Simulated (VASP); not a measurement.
# ZnS (I-4m2) in VASP: a series of runs

ZnS is run at these levels: r2SCAN; tasks: single point.

All numbers are computed with VASP 6.6.1; they aren't measurements. Logs are shortened: lines on timing, memory, paths and dates and some standing lists are left out, and cuts for length are marked.

**1. The cell of the first run**

Symmetry: I-4m2, No. 119, tetragonal system. The conventional cell has a = 3.519 Å, b = 3.519 Å, c = 5.409 Å, α = 90.00°, β = 90.00°, γ = 90.00°. Within 2.9 Å of Zn (site symmetry -4m2) lie 4 S at 2.22 Å. S (site symmetry -4m2) has 4 Zn at 2.22 Å within 2.9 Å.

**2. Single point, r2SCAN (strain -0.080 along x and y, +0.000 along z)**

The input, POSCAR:

```
ZnS
1.0
    0.0000000000      2.4882780000      2.7046500000
    2.4882780000      0.0000000000      2.7046500000
    2.4882780000      2.4882780000      0.0000000000
Zn S
1 1
Direct
    0.0000000000      0.0000000000      0.0000000000
    0.7500000000      0.7500000000      0.7500000000
```

The input, INCAR.step1:

```
SYSTEM = ZnS
ALGO = Normal
EDIFF = 1E-4
ENCUT = 520
GGA = PE
ISMEAR = 0
LASPH = .TRUE.
LCHARG = .FALSE.
LREAL = .FALSE.
LWAVE = .TRUE.
NBANDS = 16
NELM = 80
PREC = Accurate
SIGMA = 0.05
```

The input, INCAR.step2:

```
SYSTEM = ZnS
ALGO = Normal
EDIFF = 1E-6
ENCUT = 520
ISIF = 2
ISMEAR = 0
ISTART = 1
LASPH = .TRUE.
LCHARG = .TRUE.
LELF = .TRUE.
LMIXTAU = .TRUE.
LREAL = .FALSE.
LVHAR = .TRUE.
LWAVE = .FALSE.
METAGGA = R2SCAN
NBANDS = 16
NELM = 80
PREC = Accurate
SIGMA = 0.05
```

The input, KPOINTS:

```
k-points
0
G
  8 8 8
  0 0 0
```

Potentials or basis: VASP PAW PBE potentials, release 64 (Zn, S).

Started as:

```bash
$ cat potpaw_PBE.64/Zn/POTCAR potpaw_PBE.64/S/POTCAR > POTCAR
$ cp INCAR.step1 INCAR
$ mpirun -np 1 vasp_std > vasp.out
$ cp INCAR.step2 INCAR
$ mpirun -np 1 vasp_std > vasp.out
```

OUTCAR:

```text
SYSTEM = ZnS
   EDIFF = 1E-6
   ENCUT = 520
   ISIF = 2
   ISMEAR = 0
   ISTART = 1
   LASPH = .TRUE.
   LREAL = .FALSE.
   METAGGA = R2SCAN
   NELM = 80
   PREC = Accurate

 ion  position               nearest neighbor table
   1  0.000  0.000  0.000-   2 2.22   2 2.22   2 2.22   2 2.22
   2  0.750  0.750  0.750-   1 2.22   1 2.22   1 2.22   1 2.22

  LATTYP: Found a body centered tetragonal cell.
 ALAT       =     3.5189564946
 C/A-ratio  =     1.5371886548

  Lattice vectors:

 A1 = (  -2.4882780000,   0.0000000000,   2.7046500000)
 A2 = (   2.4882780000,   0.0000000000,   2.7046500000)
 A3 = (   0.0000000000,   2.4882780000,  -2.7046500000)

Analysis of symmetry for initial positions (statically):
=====================================================================
 Subroutine PRICEL returns:
 Original cell was already a primitive cell.

 Routine SETGRP: Setting up the symmetry group for a
 body centered tetragonal supercell.

 Subroutine GETGRP returns: Found  8 space group operations
 (whereof  8 operations were pure point group operations)
 out of a pool of 16 trial point group operations.

The static configuration has the point symmetry D_2d.

Analysis of symmetry for dynamics (positions and initial velocities):
=====================================================================
 Subroutine PRICEL returns:
 Original cell was already a primitive cell.

 Routine SETGRP: Setting up the symmetry group for a
 body centered tetragonal supercell.

 Subroutine GETGRP returns: Found  8 space group operations
 (whereof  8 operations were pure point group operations)
 out of a pool of 16 trial point group operations.

The dynamic configuration has the point symmetry D_2d.

 Subroutine INISYM returns: Found  8 space group operations
 (whereof  8 operations are pure point group operations),
 and found     1 'primitive' translations

----------------------------------------------------------------------------------------

                                     Primitive cell

  volume of cell :      33.4918

  direct lattice vectors                    reciprocal lattice vectors
     0.000000000  2.488278000  2.704650000    -0.200942178  0.200942178  0.184866803
     2.488278000  0.000000000  2.704650000     0.200942178 -0.200942178  0.184866803
     2.488278000  2.488278000  0.000000000     0.200942178  0.200942178 -0.184866803

[... 75 lines left out ...]
   ISTART =      1    job   : 0-new  1-cont  2-samecut
   ICHARG =      0    charge: 1-file 2-atom 10-const
   ISPIN  =      1    spin polarized calculation?
   LNONCOLLINEAR =      F non collinear calculations
   LSORBIT =      F    spin-orbit coupling
   LASPH  =      T    aspherical Exc in radial PAW
   ENCUT  =  520.0 eV  38.22 Ry    6.18 a.u.   6.83  6.83  6.54*2*pi/ulx,y,z
   NELM   =     80;   NELMIN=  2; NELMDL=  0     # of ELM steps
   EDIFF  = 0.1E-05   stopping-criterion for ELM
   LREAL  =      F    real-space projection
   EDIFFG = 0.1E-04   stopping-criterion for IOM
   NSW    =      0    number of steps for IOM
   IBRION =     -1    ionic relax: 0-MD 1-quasi-New 2-CG
   NFREE  =      0    steps in history (QN), initial steepest desc. (CG)
   ISIF   =      2    stress and relaxation
   ISYM   =      2    0-nonsym 1-usesym 2-fastsym
   POTIM  = 0.5000    time-step for ionic-motion
   TEBEG  =    0.0;   TEEND  =   0.0 temperature during run
   PSTRESS=    0.0 pullay stress
   NELECT =      18.0000    total number of electrons
   NUPDOWN=      -1.0000    fix difference up-down
   EMIN   =  10.00;   EMAX   =-10.00  energy-range for DOS
   EFERMI =   0.00;   METHOD = LEGACY
   ISMEAR =     0;   SIGMA  =   0.05  broadening in eV -4-tet -1-fermi 0-gaus
   EFERMI_NEDOS =   21; number of points for ismear=-14 and -15
   IALGO  =     38    algorithm
   IMIX   =      4    mixing-type and parameters
     AMIX     =   0.40;   BMIX     =  1.00
     AMIX_MAG =   1.60;   BMIX_MAG =  1.00
  volume/ion in A,a.u.               =      16.75       113.01
  Fermi-wavevector in a.u.,A,eV,Ry     =   1.331024  2.515272 24.104437  1.771626
  Thomas-Fermi vector in A             =   2.460067
   LORBIT       =      0    0 simple, 1 ext, 2 COOP (PROOUT), +10 PAW based schemes
   METAGGA = R2SCAN    functional components
   LHFCALC =     F    Hartree Fock is set to
   AEXX    =    0.0000 exact exchange contribution
   IVDW    =     0    specifies the selected vdW correction
   LEPSILON=     F    determine dielectric tensor
   LRPA    =     F    only Hartree local field effects (RPA)
 non-spin polarized calculation
 Gauss-broadening in eV      SIGMA  =   0.05
  energy-cutoff  :      520.00
  volume of cell :       33.49
 maximum number of plane-waves:       920
   NGX = 13   NGY = 13   NGZ = 13

 number of electron      18.0000008 magnetization

 Free energy of the ion-electron system (eV)
  ---------------------------------------------------
  ext. energy  EPLUGINS =         0.00000000
  ---------------------------------------------------
  free energy    TOTEN  =       -18.58314655 eV

  energy without entropy =      -18.58314655  energy(sigma->0) =      -18.58314655

 E-fermi :   3.9466     XC(G=0): -11.1471

 val. band max:        3.6536597190   @ k =   0.0000   0.0000   0.0000
 cond. band min:       6.6726716527   @ k =   0.5000   0.0000   0.5000
 fundamental gap:      3.0190119337
 Fermi energy:         3.9465743459

 k-point     1 :       0.0000    0.0000    0.0000
  band No.  band energies     occupation
      1     -11.4598      2.00000
      2      -3.8234      2.00000
      3      -3.7543      2.00000
      4      -3.7543      2.00000
      5      -3.0438      2.00000
      6      -2.9929      2.00000
[... 433 lines left out ...]
      3      -3.6476      2.00000
      4      -3.5413      2.00000
      5      -3.0177      2.00000
      6      -2.9526      2.00000
[... 8 lines left out ...]
     15      17.0023      0.00000
     16      18.3001      0.00000

 [... further k-points ...]
[... 5 lines left out ...]
  --------------------------------------------------------------------------------------
  -------------------------------------------------------------------------------------
  Total        3.8045751      3.8045751      3.0496154      0.0000000     -0.0000000      0.0000000
  in kB      182.0027177    182.0027177    145.8870663      0.0000000     -0.0000000      0.0000000
  external PRESSURE =     169.9641672 kB  Pullay stress =       0.0000000 kB

 VOLUME and BASIS-vectors are now :
 -----------------------------------------------------------------------------
  energy-cutoff  :      520.00
  volume of cell :       33.49
      direct lattice vectors                 reciprocal lattice vectors
     0.000000000  2.488278000  2.704650000    -0.200942178  0.200942178  0.184866803
     2.488278000  0.000000000  2.704650000     0.200942178 -0.200942178  0.184866803
     2.488278000  2.488278000  0.000000000     0.200942178  0.200942178 -0.184866803

 POSITION                                       TOTAL-FORCE (eV/Angst)
 -----------------------------------------------------------------------------------
      0.00000      0.00000      0.00000         0.000000      0.000000     -0.000000
      3.73242      3.73242      4.05697        -0.000000     -0.000000      0.000000
 -----------------------------------------------------------------------------------
    total drift:                               -0.000046     -0.000046     -0.000033

  FREE ENERGIE OF THE ION-ELECTRON SYSTEM (eV)
  ---------------------------------------------------
  free  energy   TOTEN  =       -18.5831465517 eV

  energy  without entropy=      -18.5831465517  energy(sigma->0) =      -18.58314655
```

It took 64 s on 1 thread of Intel Xeon Platinum 8559C (Emerald Rapids), shared host; peak memory 0.18 GiB.

What came out:

```yaml
Free_energy: -18.5831 eV
Pressure: 17.0 GPa
Band_gap_on_the_k_mesh: 3.02 eV, indirect (least direct gap 3.33 eV)
```

Caveat: the cell differs from its parent crystal (strain -0.080 along x and y, +0.000 along z); the PAW data sets were made with another functional, which shifts forces and pressure a little.

**3. Single point, r2SCAN (strain -0.040 along x and y, -0.080 along z)**

The input, POSCAR:

```
ZnS
1.0
    0.0000000000      2.5964640000      2.4882780000
    2.5964640000      0.0000000000      2.4882780000
    2.5964640000      2.5964640000      0.0000000000
Zn S
1 1
Direct
    0.0000000000      0.0000000000      0.0000000000
    0.7500000000      0.7500000000      0.7500000000
```

The input, INCAR.step1:

```
SYSTEM = ZnS
PREC = Accurate ; ENCUT = 520
ISMEAR = 0 ; SIGMA = 0.05
LREAL = .False. ; LASPH = .True.
NELM = 100 ; NBANDS = 16
GGA = PE ; ALGO = Normal
EDIFF = 1E-4 ; LWAVE = .True.
LCHARG = .False.
```

The input, INCAR.step2:

```
SYSTEM = ZnS
PREC = Accurate ; ENCUT = 520
EDIFF = 1E-6 ; ISMEAR = 0
SIGMA = 0.05 ; LREAL = .False.
LASPH = .True. ; NELM = 100
ALGO = Normal ; ISIF = 2
LWAVE = .False. ; LCHARG = .True.
METAGGA = R2SCAN ; LMIXTAU = .True.
LELF = .True. ; LVHAR = .True.
NBANDS = 16 ; ISTART = 1
```

The input, KPOINTS:

```
regular mesh
0
Gamma
  8 8 8
  0 0 0
```

Potentials or basis: VASP PAW PBE potentials, release 64 (Zn, S).

Started as:

```bash
$ cat potpaw_PBE.64/Zn/POTCAR potpaw_PBE.64/S/POTCAR > POTCAR
$ cp INCAR.step1 INCAR
$ mpirun -np 1 vasp_std > vasp.out
$ cp INCAR.step2 INCAR
$ mpirun -np 1 vasp_std > vasp.out
```

It took 65 s on 1 thread of Intel Xeon Platinum 8559C (Emerald Rapids), shared host; peak memory 0.18 GiB.

The run converged. Its results:

- Free energy: -18.6051 eV
- Pressure: 17.0 GPa
- Band gap on the k mesh: 3.03 eV, indirect (least direct gap 3.36 eV)

Stress tensor (GPa, compression positive):
```
16.56  0.00  0.00
 0.00 16.56  0.00
 0.00  0.00 17.79
```

Levels at points of the mesh, in eV from the valence-band top:
| k point | band 5 | band 6 | band 7 | band 8 | band 9 | band 10 | band 11 | band 12 | band 13 | band 14 |
| --- | --- | --- | --- | --- | --- | --- | --- | --- | --- | --- |
| (0.00, 0.00, 0.00) | -6.66 | -6.63 | -0.16 | -0.16 | 0.00 | 3.36 | 6.61 | 6.61 | 6.64 | 11.96 |
| (0.50, 0.00, 0.00) | -6.59 | -6.59 | -6.33 | -1.39 | -1.12 | 3.97 | 6.90 | 7.40 | 9.91 | 13.68 |
| (0.50, 0.50, 0.00) | -6.52 | -6.30 | -5.23 | -3.23 | -3.23 | 3.03 | 3.94 | 13.43 | 13.77 | 13.78 |
| (0.50, 0.00, 0.50) | -6.53 | -6.40 | -5.49 | -3.02 | -2.89 | 3.32 | 4.41 | 12.84 | 13.68 | 13.81 |

Caveat: the cell differs from its parent crystal (strain -0.040 along x and y, -0.080 along z); the PAW data sets were made with another functional, which shifts forces and pressure a little.

[end of part 1 of 2]
